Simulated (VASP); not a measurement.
Runs of VASP 6.6.1 on W. The structure is that of space group Im-3m (No. 229), or close to it. The cells are those of the table. 

```tsv
task	cell	k mesh	cutoff (eV)	gap on the mesh (eV)	pressure (GPa)
relaxation of cell and atoms	relaxed from a = 2.746 Å, angles 109.5°, 1 atom	18 × 18 × 18	600	none	0.0
single point	a = 2.716 Å, angles 109.5°, 1 atom	18 × 18 × 18	520	none	(b)
single point	a = 2.626 Å, angles 109.5°, 1 atom	20 × 20 × 20	520	none	61.4
single point	a = 2.766 Å, angles 109.5°, 1 atom	18 × 18 × 18	520	none	(a)
single point	a = 2.748 Å, angles 109.5°, 1 atom	18 × 18 × 18	520	none	3.5
single point	a = 2.682 Å, angles 109.5°, 1 atom	18 × 18 × 18	520	none	30.9
relaxation of cell and atoms	relaxed to 30 GPa from a = 2.681 Å, angles 109.5°, 1 atom	18 × 18 × 18	600	none	30.0
```

Alike in all rows: level PBE; potentials or basis VASP PAW PBE potentials, release 64 (W_sv); no spin polarisation; smearing gaussian 0.1 eV.

**Question.** Fill in the values left out.

**Answer.** (a) -2.5; (b) 15.7.

Caveats: spin-orbit coupling is left out, which moves the levels of the heavy elements; the cell is relaxed towards a set pressure, so the enthalpy falls and the energy may rise (some runs).

A k mesh can miss the band edges, and the runs leave out spin-orbit coupling on W.

A gap of «none» marks levels without a gap at the run's occupations.
